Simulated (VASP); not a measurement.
# MoS2 (C2/c) in VASP: a series of runs, part 2 of 2

VASP 6.6.1. The steps go on from the part before.

**3. Single point, PBE (shear of c along a, cell held: +8.0 %, then relaxed in part)**

Contents of INCAR:

```
PREC = Accurate
ENCUT = 520
EDIFF = 1E-6
ISMEAR = 0
SIGMA = 0.02
LREAL = F
LASPH = T
NELM = 100
ALGO = Normal
ISIF = 2
LWAVE = F
LCHARG = F
GGA = PE
NBANDS = 35
```

Contents of KPOINTS:

```
regular mesh
0
Gamma
  12 12 2
```

Contents of POSCAR:

```
MoS2
1.0
    3.1850687718      0.0000000000      0.0000000000
   -1.5925343859      2.7583504691      0.0000000000
    1.1846402519      0.0000000000     14.8080031482
Mo S
2 4
Direct
    0.6675926898      0.3351853795      0.2500000000
    0.3324073102      0.6648146205      0.7500000000
    0.7049588453      0.3314893561      0.6444808465
    0.2950411547      0.6685106439      0.3555191535
    0.6265305109      0.3314893561      0.8555191535
    0.3734694891      0.6685106439      0.1444808465
```

Potentials or basis: VASP PAW PBE potentials, release 64 (Mo_sv, S).

Run with:

```bash
$ cat potpaw_PBE.64/Mo_sv/POTCAR potpaw_PBE.64/S/POTCAR > POTCAR
$ mpirun -np 1 vasp_std > vasp.out
```

OUTCAR:

```text
PREC = Accurate
   ENCUT = 520
   EDIFF = 1E-6
   ISMEAR = 0
   LREAL = F
   LASPH = T
   NELM = 100
   ISIF = 2
   GGA = PE

 ion  position               nearest neighbor table
   1  0.668  0.335  0.250-   6 2.41   4 2.41   4 2.41   6 2.41   4 2.41   6 2.41
   2  0.332  0.665  0.750-   5 2.41   3 2.41   3 2.41   5 2.41   3 2.41   5 2.41
   3  0.705  0.331  0.644-   2 2.41   2 2.41   2 2.41
   4  0.295  0.669  0.356-   1 2.41   1 2.41   1 2.41
   5  0.627  0.331  0.856-   2 2.41   2 2.41   2 2.41
   6  0.373  0.669  0.144-   1 2.41   1 2.41   1 2.41

  LATTYP: Found a base centered monoclinic cell.
 ALAT       =     3.1850687718
 B/A-ratio  =     1.7320508075
 C/A-ratio  =     4.6640478581
 COS(beta)  =    -0.0797452223

  Lattice vectors:

 A1 = (  -1.5925343859,   2.7583504691,   0.0000000000)
 A2 = (  -1.5925343859,  -2.7583504691,   0.0000000000)
 A3 = (   1.1846402519,   0.0000000000,  14.8080031482)

Analysis of symmetry for initial positions (statically):
=====================================================================
 Subroutine PRICEL returns:
 Original cell was already a primitive cell.
[... 184 lines left out ...]
 fundamental gap:      1.4569084710
 Fermi energy:         5.0310280614

 k-point     1 :       0.0000    0.0000    0.0000
  band No.  band energies     occupation
      1     -56.2861      2.00000
      2     -56.2861      2.00000
      3     -30.4237      2.00000
      4     -30.4237      2.00000
      5     -30.2219      2.00000
      6     -30.2219      2.00000
[... 901 lines left out ...]
     34       9.0684      0.00000
     35      11.1234      0.00000

 [... further k-points ...]

------------------------ aborting loop because EDIFF is reached ----------------------------------------

  FORCE on cell =-STRESS in cart. coord.  units (eV):
  Direction    XX          YY          ZZ          XY          YZ          ZX
  --------------------------------------------------------------------------------------
  -------------------------------------------------------------------------------------
  Total       -0.0713945     -0.0687659     -0.0870693      0.0000000      0.0000000     -0.0183126
  in kB       -0.8792465     -0.8468745     -1.0722865      0.0000000      0.0000000     -0.2255256
  external PRESSURE =      -0.9328025 kB  Pullay stress =       0.0000000 kB

 VOLUME and BASIS-vectors are now :
 -----------------------------------------------------------------------------
  energy-cutoff  :      520.00
  volume of cell :      130.10
      direct lattice vectors                 reciprocal lattice vectors
     3.185068772  0.000000000  0.000000000     0.313964963  0.181267756 -0.025117197
    -1.592534386  2.758350469  0.000000000     0.000000000  0.362535512  0.000000000
     1.184640252  0.000000000 14.808003148     0.000000000  0.000000000  0.067531050

 POSITION                                       TOTAL-FORCE (eV/Angst)
 -----------------------------------------------------------------------------------
      1.88869      0.92456      3.70200        -0.000000      0.000139      0.000000
      0.88848      1.83379     11.10600        -0.000000     -0.000139      0.000000
      2.48091      0.91436      9.54347         0.000196     -0.000341      0.011384
      0.29626      1.84399      5.26453        -0.000196      0.000341     -0.011384
      2.48112      0.91436     12.66853        -0.000196     -0.000341     -0.011384
      0.29606      1.84399      2.13947         0.000196      0.000341      0.011384
 -----------------------------------------------------------------------------------
    total drift:                               -0.000000      0.000000      0.000000

  FREE ENERGIE OF THE ION-ELECTRON SYSTEM (eV)
  ---------------------------------------------------
  free  energy   TOTEN  =       -43.7147334992 eV

  energy  without entropy=      -43.7147334992  energy(sigma->0) =      -43.71473350
```

OSZICAR:

```text
N       E                     dE             d eps       ncg     rms          rms(c)
DAV:   1     0.435863614323E+03    0.43586E+03   -0.29047E+04  6780   0.138E+03
DAV:   2    -0.226246611449E+02   -0.45849E+03   -0.44323E+03  7345   0.351E+02
DAV:   3    -0.462179718286E+02   -0.23593E+02   -0.23171E+02  7479   0.722E+01
DAV:   4    -0.467484786025E+02   -0.53051E+00   -0.52880E+00  7238   0.110E+01
DAV:   5    -0.467614286597E+02   -0.12950E-01   -0.12947E-01  7152   0.172E+00    0.332E+01
DAV:   6    -0.445428316671E+02    0.22186E+01   -0.13166E+01  6543   0.228E+01    0.125E+01
DAV:   7    -0.440891834046E+02    0.45365E+00   -0.57310E+00  6616   0.148E+01    0.797E+00
DAV:   8    -0.437158822837E+02    0.37330E+00   -0.85943E-01  6656   0.626E+00    0.269E+00
DAV:   9    -0.437221120988E+02   -0.62298E-02   -0.10393E-01  6939   0.156E+00    0.122E+00
DAV:  10    -0.437147976641E+02    0.73144E-02   -0.30544E-02  6639   0.118E+00    0.390E-01
DAV:  11    -0.437148646834E+02   -0.67019E-04   -0.17946E-03  6659   0.232E-01    0.206E-01
DAV:  12    -0.437147048618E+02    0.15982E-03   -0.73800E-04  6734   0.153E-01    0.661E-02
DAV:  13    -0.437147226396E+02   -0.17778E-04   -0.22092E-04  7221   0.687E-02    0.294E-02
DAV:  14    -0.437147325117E+02   -0.98721E-05   -0.21474E-05  5794   0.272E-02    0.916E-03
DAV:  15    -0.437147334992E+02   -0.98749E-06   -0.16071E-06  5220   0.631E-03
   1 F= -.43714733E+02 E0= -.43714733E+02  d E =-.217540E-67
```

stdout:

```text
POSCAR found type information on POSCAR MoS
 POSCAR found :  2 types and       6 ions
 scaLAPACK will be used
 LDA part: xc-table for (Slater+PW92), standard interpolation
 POSCAR, INCAR and KPOINTS ok, starting setup
 FFT: planning ... GRIDC
 FFT: planning ... GRID_SOFT
 FFT: planning ... GRID
 WAVECAR not read
 entering main loop
```

It took 2.1 min on 1 thread of Intel Xeon 6975P-C (Granite Rapids), shared host; peak memory 0.44 GiB.

Results:

| Property | Result |
| --- | --- |
| Free energy | -43.7147 eV |
| Pressure | -0.1 GPa |
| Largest force | 0.011 eV/Å |
| Band gap on the k mesh | 1.46 eV (least direct gap 1.67 eV) |

Forces in eV/Å, atoms in the order of the input:
```
Mo   0.000  0.000  0.000
Mo   0.000  0.000  0.000
S    0.000  0.000  0.011
S    0.000  0.000 -0.011
S    0.000  0.000 -0.011
S    0.000  0.000  0.011
```

Caveat: the cell differs from its parent crystal (shear of c along a, cell held: +8.0 %, then relaxed in part); this functional lacks dispersion, which binds layers or chains, so the pressure and a relaxed spacing across them are unreliable. A k mesh can miss the band edges.
